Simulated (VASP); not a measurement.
# CaC2 (R-3m) in VASP: a series of runs

Runs on CaC2. Level: LDA. Tasks: single point.

Program: VASP 6.6.1. These are calculated values, not measurements. Logs are shortened: lines on timing, memory, paths and dates and some standing lists are left out, and cuts for length are marked.

## Step 1: The cell of the first run

It takes space group R-3m (No. 166, trigonal). The conventional cell has a = 4.105 Å, b = 4.105 Å, c = 10.644 Å, α = 90.00°, β = 90.00°, γ = 120.00°. Within 3.5 Å of Ca (site symmetry -3m) lie 12 C at 2.66 to 3.33 Å. Within 1.5 Å of C (site symmetry 3m) lie 1 C at 1.13 Å.

## Step 2: Single point, LDA

INCAR reads:

```
SYSTEM = CaC2
ALGO = Normal ; EDIFF = 1E-6
ENCUT = 520 ; ISIF = 2
ISMEAR = 0 ; LASPH = .TRUE.
LCHARG = .FALSE. ; LREAL = .FALSE.
LWAVE = .FALSE. ; NBANDS = 16
NELM = 100 ; PREC = Accurate
SIGMA = 0.05
```

KPOINTS reads:

```
k-points
0
G
  9 9 9
  0 0 0
```

POSCAR reads:

```
CaC2
1.0
    2.0526371602      1.1850906169      3.5478795005
   -2.0526371602      1.1850906169      3.5478795005
    0.0000000000     -2.3701812340      3.5478795005
Ca C
1 2
Direct
    0.0000000000      0.0000000000      0.0000000000
    0.5529150000      0.5529150000      0.5529150000
    0.4470850000      0.4470850000      0.4470850000
```

Potentials or basis: VASP PAW LDA potentials, release 64 (Ca_sv, C).

On the command line:

```console
> cat potpaw_LDA.64/Ca_sv/POTCAR potpaw_LDA.64/C/POTCAR > POTCAR
> mpirun -np 1 vasp_std > vasp.out
```

OUTCAR:

```text
SYSTEM = CaC2
   EDIFF = 1E-6
   ENCUT = 520
   ISIF = 2
   ISMEAR = 0
   LASPH = .TRUE.
   LREAL = .FALSE.
   NELM = 100
   PREC = Accurate

 ion  position               nearest neighbor table
   1  0.000  0.000  0.000-
   2  0.553  0.553  0.553-   3 1.13
   3  0.447  0.447  0.447-   2 1.13

  LATTYP: Found a trigonal (rhomboedric) cell.
 ALAT       =     4.2667561486
 COS(alpha) =     0.5371303306

  Lattice vectors:

 A1 = (   2.0526371602,   1.1850906169,   3.5478795005)
 A2 = (  -2.0526371602,   1.1850906169,   3.5478795005)
 A3 = (   0.0000000000,  -2.3701812340,   3.5478795005)

Analysis of symmetry for initial positions (statically):
=====================================================================
 Subroutine PRICEL returns:
 Original cell was already a primitive cell.

 Routine SETGRP: Setting up the symmetry group for a
 trigonal (rhombohedral) supercell.

 Subroutine GETGRP returns: Found 12 space group operations
 (whereof 12 operations were pure point group operations)
 out of a pool of 12 trial point group operations.

The static configuration has the point symmetry D_3d.

Analysis of symmetry for dynamics (positions and initial velocities):
=====================================================================
 Subroutine PRICEL returns:
 Original cell was already a primitive cell.

 Routine SETGRP: Setting up the symmetry group for a
 trigonal (rhombohedral) supercell.

 Subroutine GETGRP returns: Found 12 space group operations
 (whereof 12 operations were pure point group operations)
 out of a pool of 12 trial point group operations.

The dynamic configuration has the point symmetry D_3d.

 Subroutine INISYM returns: Found 12 space group operations
 (whereof 12 operations are pure point group operations),
 and found     1 'primitive' translations

----------------------------------------------------------------------------------------

                                     Primitive cell

  volume of cell :      51.7826

  direct lattice vectors                    reciprocal lattice vectors
     2.052637160  1.185090617  3.547879501     0.243589081  0.140636222  0.093952834
    -2.052637160  1.185090617  3.547879501    -0.243589081  0.140636222  0.093952834
     0.000000000 -2.370181234  3.547879501     0.000000000 -0.281272443  0.093952834

  length of vectors
     4.266756149  4.266756149  4.266756149     0.296549022  0.296549022  0.296549022

  position of ions in fractional coordinates (direct lattice)
[... 77 lines left out ...]
   LSORBIT =      F    spin-orbit coupling
   LASPH  =      T    aspherical Exc in radial PAW
   ENCUT  =  520.0 eV  38.22 Ry    6.18 a.u.   7.93  7.93  7.93*2*pi/ulx,y,z
   NELM   =    100;   NELMIN=  2; NELMDL= -5     # of ELM steps
   EDIFF  = 0.1E-05   stopping-criterion for ELM
   LREAL  =      F    real-space projection
   EDIFFG = 0.1E-04   stopping-criterion for IOM
   NSW    =      0    number of steps for IOM
   IBRION =     -1    ionic relax: 0-MD 1-quasi-New 2-CG
   NFREE  =      0    steps in history (QN), initial steepest desc. (CG)
   ISIF   =      2    stress and relaxation
   ISYM   =      2    0-nonsym 1-usesym 2-fastsym
   POTIM  = 0.5000    time-step for ionic-motion
   TEBEG  =    0.0;   TEEND  =   0.0 temperature during run
   PSTRESS=    0.0 pullay stress
   NELECT =      18.0000    total number of electrons
   NUPDOWN=      -1.0000    fix difference up-down
   EMIN   =  10.00;   EMAX   =-10.00  energy-range for DOS
   EFERMI =   0.00;   METHOD = LEGACY
   ISMEAR =     0;   SIGMA  =   0.05  broadening in eV -4-tet -1-fermi 0-gaus
   EFERMI_NEDOS =   21; number of points for ismear=-14 and -15
   IALGO  =     38    algorithm
   IMIX   =      4    mixing-type and parameters
     AMIX     =   0.40;   BMIX     =  1.00
     AMIX_MAG =   1.60;   BMIX_MAG =  1.00
  volume/ion in A,a.u.               =      17.26       116.48
  Fermi-wavevector in a.u.,A,eV,Ry     =   1.151077  2.175220 18.027424  1.324978
  Thomas-Fermi vector in A             =   2.287737
   LORBIT       =      0    0 simple, 1 ext, 2 COOP (PROOUT), +10 PAW based schemes
   GGA     = CA    functional components
   LHFCALC =     F    Hartree Fock is set to
   AEXX    =    0.0000 exact exchange contribution
   IVDW    =     0    specifies the selected vdW correction
   LEPSILON=     F    determine dielectric tensor
   LRPA    =     F    only Hartree local field effects (RPA)
 non-spin polarized calculation
 Gauss-broadening in eV      SIGMA  =   0.05
  energy-cutoff  :      520.00
  volume of cell :       51.78
 maximum number of plane-waves:      1412
   NGX = 15   NGY = 15   NGZ = 15

 number of electron      18.0000001 magnetization

 Free energy of the ion-electron system (eV)
  ---------------------------------------------------
  ext. energy  EPLUGINS =         0.00000000
  ---------------------------------------------------
  free energy    TOTEN  =       -20.99170946 eV

  energy without entropy =      -20.99170946  energy(sigma->0) =      -20.99170946

 E-fermi :   1.5556     XC(G=0):  -9.3496

 val. band max:        1.2152670667   @ k =   0.4444   0.4444   0.4444
 cond. band min:       3.8726572091   @ k =   0.4444   0.4444   0.0000
 fundamental gap:      2.6573901424
 Fermi energy:         1.5556020125

 k-point     1 :       0.0000    0.0000    0.0000
  band No.  band energies     occupation
      1     -38.0504      2.00000
      2     -19.4227      2.00000
      3     -19.2621      2.00000
      4     -19.2621      2.00000
      5     -12.1746      2.00000
      6      -1.8703      2.00000
[... 433 lines left out ...]
      3     -19.3460      2.00000
      4     -19.2937      2.00000
      5     -11.9665      2.00000
      6      -2.4547      2.00000
[... 8 lines left out ...]
     15       8.6235      0.00000
     16       9.2076      0.00000

 [... further k-points ...]
[... 5 lines left out ...]
  --------------------------------------------------------------------------------------
  -------------------------------------------------------------------------------------
  Total       -3.0130006     -3.0130006     16.6643300      0.0000000     -0.0000000      0.0000000
  in kB      -93.2236151    -93.2236151    515.6019854      0.0000000     -0.0000000      0.0000000
  external PRESSURE =     109.7182518 kB  Pullay stress =       0.0000000 kB

 VOLUME and BASIS-vectors are now :
 -----------------------------------------------------------------------------
  energy-cutoff  :      520.00
  volume of cell :       51.78
      direct lattice vectors                 reciprocal lattice vectors
     2.052637160  1.185090617  3.547879501     0.243589081  0.140636222  0.093952834
    -2.052637160  1.185090617  3.547879501    -0.243589081  0.140636222  0.093952834
     0.000000000 -2.370181234  3.547879501     0.000000000 -0.281272443  0.093952834

 POSITION                                       TOTAL-FORCE (eV/Angst)
 -----------------------------------------------------------------------------------
      0.00000      0.00000      0.00000         0.000000     -0.000000      0.000000
      0.00000     -0.00000      5.88503         0.000000     -0.000000     14.831492
      0.00000     -0.00000      4.75861         0.000000      0.000000    -14.831492
 -----------------------------------------------------------------------------------
    total drift:                                0.000000      0.000000     -0.000000

  FREE ENERGIE OF THE ION-ELECTRON SYSTEM (eV)
  ---------------------------------------------------
  free  energy   TOTEN  =       -20.9917094626 eV

  energy  without entropy=      -20.9917094626  energy(sigma->0) =      -20.99170946
```

OSZICAR:

```text
N       E                     dE             d eps       ncg     rms          rms(c)
DAV:   1     0.119099712934E+03    0.11910E+03   -0.88428E+03  2720   0.105E+03
DAV:   2    -0.193405896586E+02   -0.13844E+03   -0.13335E+03  3512   0.265E+02
DAV:   3    -0.257565095351E+02   -0.64159E+01   -0.63929E+01  3592   0.573E+01
DAV:   4    -0.260230960224E+02   -0.26659E+00   -0.26651E+00  4248   0.993E+00
DAV:   5    -0.260251213006E+02   -0.20253E-02   -0.20252E-02  3568   0.930E-01    0.116E+01
DAV:   6    -0.212992398007E+02    0.47259E+01   -0.93088E+00  3112   0.194E+01    0.530E+00
DAV:   7    -0.210132841976E+02    0.28596E+00   -0.26452E+00  3664   0.857E+00    0.230E+00
DAV:   8    -0.210209074209E+02   -0.76232E-02   -0.51661E-01  3424   0.409E+00    0.817E-01
DAV:   9    -0.209908221046E+02    0.30085E-01   -0.12875E-01  3424   0.199E+00    0.195E-01
DAV:  10    -0.209920447556E+02   -0.12227E-02   -0.11103E-02  3472   0.595E-01    0.171E-01
DAV:  11    -0.209917015561E+02    0.34320E-03   -0.14480E-03  3232   0.219E-01    0.351E-02
DAV:  12    -0.209917095236E+02   -0.79675E-05   -0.16413E-04  3576   0.940E-02    0.953E-03
DAV:  13    -0.209917097208E+02   -0.19720E-06   -0.11269E-05  3744   0.189E-02    0.749E-03
DAV:  14    -0.209917094626E+02    0.25821E-06   -0.59599E-07  1880   0.621E-03
   1 F= -.20991709E+02 E0= -.20991709E+02  d E =-.585241E-24
```

stdout:

```text
POSCAR found type information on POSCAR CaC
 POSCAR found :  2 types and       3 ions
 scaLAPACK will be used
 LDA part: xc-table for (Slater(with rela. corr.)+CA(PZ))
 , standard interpolation
 POSCAR, INCAR and KPOINTS ok, starting setup
 FFT: planning ... GRIDC
 FFT: planning ... GRID_SOFT
 FFT: planning ... GRID
 WAVECAR not read
 entering main loop
```

Wall time 77 s (1 thread of Intel Xeon 8259CL, shared host); peak memory 0.2 GiB.

What came out:

```yaml
Free_energy: -20.9917 eV
Pressure: 11.0 GPa
Largest_force: 14.831 eV/Å
Band_gap_on_the_k_mesh: 2.66 eV (least direct gap 3.93 eV)
```

Forces on the atoms (eV/Å):
```
Ca    0.000   0.000   0.000
C     0.000   0.000  14.831
C     0.000   0.000 -14.831
```

Caveat: the cell stands under pressure; an odd mesh through Γ misses points on the zone boundary, where band edges can lie; forces of over 1 eV/Å act on the atoms, so gaps and moduli don't describe the material at rest.

[end of part 1 of 2]
